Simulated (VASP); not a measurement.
# N (P6_3/mmc) in VASP: settings compared, part 2 of 3

VASP 6.6.1. The steps go on from the part before.

### 4 Single point, r2SCAN

The input, POSCAR:

```
N
1.0
    3.5804202189      0.0000000000      0.0000000000
   -1.7902101095      3.1007348658      0.0000000000
    0.0000000000      0.0000000000      7.6415139778
N
4
Direct
    0.3333333333      0.6666666667      0.3215707895
    0.3333333333      0.6666666667      0.1784292105
    0.6666666667      0.3333333333      0.8215707895
    0.6666666667      0.3333333333      0.6784292105
```

The input, INCAR.step1:

```
ALGO = Normal
EDIFF = 1E-4
ENCUT = 520
GGA = PE
ISMEAR = 0
LASPH = True
LCHARG = False
LREAL = False
LWAVE = True
NBANDS = 18
NELM = 60
PREC = Accurate
SIGMA = 0.01
```

The input, INCAR.step2:

```
ALGO = Normal
EDIFF = 1E-7
ENCUT = 520
ISIF = 2
ISMEAR = 0
ISTART = 1
LASPH = True
LCHARG = False
LMIXTAU = True
LREAL = False
LWAVE = False
METAGGA = R2SCAN
NBANDS = 18
NELM = 60
PREC = Accurate
SIGMA = 0.01
```

The input, KPOINTS:

```
k-points
0
Gamma
  6 6 2
```

Potentials or basis: VASP PAW PBE potentials, release 64 (N).

On the command line:

```bash
$ cat potpaw_PBE.64/N/POTCAR > POTCAR
$ cp INCAR.step1 INCAR
$ mpirun -np 1 vasp_std > vasp.out
$ cp INCAR.step2 INCAR
$ mpirun -np 1 vasp_std > vasp.out
```

OUTCAR:

```text
EDIFF = 1E-7
   ENCUT = 520
   ISIF = 2
   ISMEAR = 0
   ISTART = 1
   LASPH = True
   LREAL = False
   METAGGA = R2SCAN
   NELM = 60
   PREC = Accurate

 ion  position               nearest neighbor table
   1  0.333  0.667  0.322-   2 1.09
   2  0.333  0.667  0.178-   1 1.09
   3  0.667  0.333  0.822-   4 1.09
   4  0.667  0.333  0.678-   3 1.09

  LATTYP: Found a hexagonal cell.
 ALAT       =     3.5804202189
 C/A-ratio  =     2.1342505937

  Lattice vectors:

 A1 = (   3.5804202189,   0.0000000000,   0.0000000000)
 A2 = (  -1.7902101095,   3.1007348658,   0.0000000000)
 A3 = (   0.0000000000,   0.0000000000,   7.6415139778)

Analysis of symmetry for initial positions (statically):
=====================================================================
 Subroutine PRICEL returns:
 Original cell was already a primitive cell.

 Routine SETGRP: Setting up the symmetry group for a
 hexagonal supercell.

 Subroutine GETGRP returns: Found 24 space group operations
 (whereof 12 operations were pure point group operations)
 out of a pool of 24 trial point group operations.

The static configuration has the point symmetry D_3d.
 The point group associated with its full space group is D_6h.

Analysis of symmetry for dynamics (positions and initial velocities):
=====================================================================
 Subroutine PRICEL returns:
 Original cell was already a primitive cell.

 Routine SETGRP: Setting up the symmetry group for a
 hexagonal supercell.

 Subroutine GETGRP returns: Found 24 space group operations
 (whereof 12 operations were pure point group operations)
 out of a pool of 24 trial point group operations.

The dynamic configuration has the point symmetry D_3d.
 The point group associated with its full space group is D_6h.

 Subroutine INISYM returns: Found 24 space group operations
 (whereof 12 operations are pure point group operations),
 and found     1 'primitive' translations

----------------------------------------------------------------------------------------

                                     Primitive cell

  volume of cell :      84.8356

  direct lattice vectors                    reciprocal lattice vectors
     3.580420219  0.000000000  0.000000000     0.279296825  0.161252097  0.000000000
    -1.790210110  3.100734866  0.000000000     0.000000000  0.322504194  0.000000000
     0.000000000  0.000000000  7.641513978     0.000000000  0.000000000  0.130864120

  length of vectors
     3.580420219  3.580420219  7.641513978     0.322504194  0.322504194  0.130864120

  position of ions in fractional coordinates (direct lattice)
     0.333333333  0.666666667  0.321570790
     0.333333333  0.666666667  0.178429210
     0.666666667  0.333333333  0.821570790
     0.666666667  0.333333333  0.678429210

  ion indices of the primitive-cell ions
   primitive index   ion index
                 1           1
                 2           2
                 3           3
                 4           4

----------------------------------------------------------------------------------------

 KPOINTS: k-points

Automatic generation of k-mesh.
 Grid dimensions read from file:
[... 26 lines left out ...]
  0.166667  0.166667  0.000000      6.000000
  0.333333  0.166667  0.000000     12.000000
  0.333333  0.333333  0.000000      2.000000
  0.000000  0.000000  0.500000      1.000000
  0.166667  0.000000  0.500000      6.000000
  0.333333  0.000000  0.500000      6.000000
  0.500000  0.000000  0.500000      3.000000
  0.166667  0.166667  0.500000      6.000000
  0.333333  0.166667  0.500000     12.000000
  0.333333  0.333333  0.500000      2.000000
   k-points           NKPTS =     14   k-points in BZ     NKDIM =     14   number of bands    NBANDS=     18
   number of dos      NEDOS =    301   number of ions     NIONS =      4
   total plane-waves  NPLWV =  47040
   dimension x,y,z NGX =    28 NGY =   28 NGZ =   60
   dimension x,y,z NGXF=    56 NGYF=   56 NGZF=  120
   ions per type =               4
   NGX,Y,Z   is equivalent  to a cutoff of  13.00, 13.00, 13.05 a.u.
   NGXF,Y,Z  is equivalent  to a cutoff of  26.00, 26.00, 26.11 a.u.
 SYSTEM =  unknown system
   PREC   = accura    normal or accurate (medium, high low for compatibility)
   ISTART =      1    job   : 0-new  1-cont  2-samecut
   ICHARG =      0    charge: 1-file 2-atom 10-const
   ISPIN  =      1    spin polarized calculation?
   LNONCOLLINEAR =      F non collinear calculations
   LSORBIT =      F    spin-orbit coupling
   LASPH  =      T    aspherical Exc in radial PAW
   ENCUT  =  520.0 eV  38.22 Ry    6.18 a.u.   6.66  6.66 14.21*2*pi/ulx,y,z
   NELM   =     60;   NELMIN=  2; NELMDL=  0     # of ELM steps
   EDIFF  = 0.1E-06   stopping-criterion for ELM
   LREAL  =      F    real-space projection
   EDIFFG = 0.1E-05   stopping-criterion for IOM
   NSW    =      0    number of steps for IOM
   IBRION =     -1    ionic relax: 0-MD 1-quasi-New 2-CG
   NFREE  =      0    steps in history (QN), initial steepest desc. (CG)
   ISIF   =      2    stress and relaxation
   ISYM   =      2    0-nonsym 1-usesym 2-fastsym
   POTIM  = 0.5000    time-step for ionic-motion
   TEBEG  =    0.0;   TEEND  =   0.0 temperature during run
   PSTRESS=    0.0 pullay stress
   NELECT =      20.0000    total number of electrons
   NUPDOWN=      -1.0000    fix difference up-down
   EMIN   =  10.00;   EMAX   =-10.00  energy-range for DOS
   EFERMI =   0.00;   METHOD = LEGACY
   ISMEAR =     0;   SIGMA  =   0.01  broadening in eV -4-tet -1-fermi 0-gaus
   EFERMI_NEDOS =   21; number of points for ismear=-14 and -15
   IALGO  =     38    algorithm
   IMIX   =      4    mixing-type and parameters
     AMIX     =   0.40;   BMIX     =  1.00
     AMIX_MAG =   1.60;   BMIX_MAG =  1.00
  volume/ion in A,a.u.               =      21.21       143.12
  Fermi-wavevector in a.u.,A,eV,Ry     =   1.011328  1.911133 13.915833  1.022785
  Thomas-Fermi vector in A             =   2.144371
   LORBIT       =      0    0 simple, 1 ext, 2 COOP (PROOUT), +10 PAW based schemes
   METAGGA = R2SCAN    functional components
   LHFCALC =     F    Hartree Fock is set to
   AEXX    =    0.0000 exact exchange contribution
   IVDW    =     0    specifies the selected vdW correction
   LEPSILON=     F    determine dielectric tensor
   LRPA    =     F    only Hartree local field effects (RPA)
 non-spin polarized calculation
 Gauss-broadening in eV      SIGMA  =   0.01
  energy-cutoff  :      520.00
  volume of cell :       84.84
 maximum number of plane-waves:      2321
 NGX is ok and might be reduce to    28
   NGX = 13   NGY = 13   NGZ = 29

 number of electron      19.9999996 magnetization

 Free energy of the ion-electron system (eV)
  ---------------------------------------------------
  ext. energy  EPLUGINS =         0.00000000
  ---------------------------------------------------
  free energy    TOTEN  =       -36.41821410 eV

  energy without entropy =      -36.41821410  energy(sigma->0) =      -36.41821410

 E-fermi :  -6.6272     XC(G=0):  -6.8728

 val. band max:       -6.7051919353   @ k =   0.1667   0.1667   0.0000
 cond. band min:       0.9963346619   @ k =   0.5000   0.0000   0.0000
 fundamental gap:      7.7015265972
 Fermi energy:        -6.6272051574

 k-point     1 :       0.0000    0.0000    0.0000
  band No.  band energies     occupation
      1     -26.3381      2.00000
      2     -26.3182      2.00000
      3     -11.0999      2.00000
      4     -10.3466      2.00000
      5      -8.1095      2.00000
      6      -8.1095      2.00000
[... 271 lines left out ...]
      5      -8.6453      2.00000
      6      -8.6453      2.00000
[... 10 lines left out ...]
     17       8.4061      0.00000
     18       8.4061      0.00000

------------------------ aborting loop because EDIFF is reached ----------------------------------------

  FORCE on cell =-STRESS in cart. coord.  units (eV):
  Direction    XX          YY          ZZ          XY          YZ          ZX
  --------------------------------------------------------------------------------------
  -------------------------------------------------------------------------------------
  Total        0.0110339      0.0110339      4.8688514     -0.0000000      0.0000000      0.0000000
  in kB        0.2083834      0.2083834     91.9515504     -0.0000000      0.0000000      0.0000000
  external PRESSURE =      30.7894390 kB  Pullay stress =       0.0000000 kB

 VOLUME and BASIS-vectors are now :
 -----------------------------------------------------------------------------
  energy-cutoff  :      520.00
  volume of cell :       84.84
      direct lattice vectors                 reciprocal lattice vectors
     3.580420219  0.000000000  0.000000000     0.279296825  0.161252097  0.000000000
    -1.790210110  3.100734866  0.000000000     0.000000000  0.322504194  0.000000000
     0.000000000  0.000000000  7.641513978     0.000000000  0.000000000  0.130864120

 POSITION                                       TOTAL-FORCE (eV/Angst)
 -----------------------------------------------------------------------------------
     -0.00000      2.06716      2.45729        -0.000000     -0.000000      2.245129
     -0.00000      2.06716      1.36347         0.000000      0.000000     -2.245129
      1.79021      1.03358      6.27804         0.000000      0.000000      2.245129
      1.79021      1.03358      5.18423        -0.000000      0.000000     -2.245129
 -----------------------------------------------------------------------------------
    total drift:                               -0.000000      0.000000      0.000000

  FREE ENERGIE OF THE ION-ELECTRON SYSTEM (eV)
  ---------------------------------------------------
  free  energy   TOTEN  =       -36.4182141014 eV

  energy  without entropy=      -36.4182141014  energy(sigma->0) =      -36.41821410
```

Wall time 1.7 min (1 thread of Intel Xeon Platinum 8259CL at 2.50GHz (Skylake/Cascade Lake), shared host); peak memory 0.2 GiB.

Results:

```yaml
Free_energy: -36.4182 eV
Pressure: 3.1 GPa
Largest_force: 2.245 eV/Å
Band_gap_on_the_k_mesh: 7.70 eV, indirect (least direct gap 7.75 eV)
```

Forces on the atoms (eV/Å):
```
N    0.000  0.000  2.245
N    0.000  0.000 -2.245
N    0.000  0.000  2.245
N    0.000  0.000 -2.245
```

Stress tensor (GPa, compression positive):
```
0.02 0.00 0.00
0.00 0.02 0.00
0.00 0.00 9.20
```

Caveat: the standard files for N, O and F lose accuracy on very short bonds; the PAW data sets were made with another functional, which shifts forces and pressure a little. A k mesh can miss the band edges.

### 5 Single point, r2SCAN

POSCAR is that of step 4.

The input, INCAR.step1:

```
SYSTEM = N
PREC = Accurate
ENCUT = 520
ISMEAR = 0
SIGMA = 0.01
LREAL = .FALSE.
LASPH = .TRUE.
NELM = 100
NBANDS = 18
GGA = PE
ALGO = Normal
EDIFF = 1E-4
LWAVE = .TRUE.
LCHARG = .FALSE.
```

The input, INCAR.step2:

```
SYSTEM = N
PREC = Accurate
ENCUT = 520
EDIFF = 1E-6
ISMEAR = 0
SIGMA = 0.01
LREAL = .FALSE.
LASPH = .TRUE.
NELM = 100
ALGO = Normal
ISIF = 2
LWAVE = .FALSE.
LCHARG = .FALSE.
METAGGA = R2SCAN
LMIXTAU = .TRUE.
NBANDS = 18
ISTART = 1
```

The input, KPOINTS:

```
regular mesh
0
G
  6 6 2
  0 0 0
```

On the command line:

```bash
$ cat potpaw_PBE.64/N/POTCAR > POTCAR
$ cp INCAR.step1 INCAR
$ mpirun -np 1 vasp_std > vasp.out
$ cp INCAR.step2 INCAR
$ mpirun -np 1 vasp_std > vasp.out
```

Run time: 92 s. Hardware: 1 thread of Intel Xeon Platinum 8259CL at 2.50GHz (Skylake/Cascade Lake), shared host; peak memory 0.2 GiB.

It converged, with:

```
Free energy            : -36.4182 eV
Pressure               : 3.1 GPa
Largest force          : 2.245 eV/Å
Band gap on the k mesh : 7.70 eV, indirect (least direct gap 7.75 eV)
```

Forces in eV/Å, atoms in the order of the input:
```
N    0.000  0.000  2.245
N    0.000  0.000 -2.245
N    0.000  0.000  2.245
N    0.000  0.000 -2.245
```

Stress tensor (GPa, compression positive):
```
0.02 0.00 0.00
0.00 0.02 0.00
0.00 0.00 9.19
```

Levels at points of the mesh, in eV from the valence-band top:
| k point | band 7 | band 8 | band 9 | band 10 | band 11 | band 12 | band 13 | band 14 |
| --- | --- | --- | --- | --- | --- | --- | --- | --- |
| (0.00, 0.00, 0.00) | -1.36 | -1.36 | -1.17 | -0.06 | 9.14 | 9.14 | 9.41 | 9.41 |
| (0.50, 0.00, 0.00) | -1.60 | -1.50 | -0.40 | -0.05 | 7.70 | 8.35 | 8.76 | 9.33 |
| (0.00, 0.00, 0.50) | -1.38 | -1.38 | -0.56 | -0.56 | 9.27 | 9.27 | 9.27 | 9.27 |
| (0.50, 0.00, 0.50) | -1.55 | -1.55 | -0.25 | -0.25 | 8.04 | 8.04 | 9.04 | 9.04 |

Caveat: the standard files for N, O and F lose accuracy on very short bonds; the PAW data sets were made with another functional, which shifts forces and pressure a little. A k mesh can miss the band edges.

(Continued in part 3 of 3.)
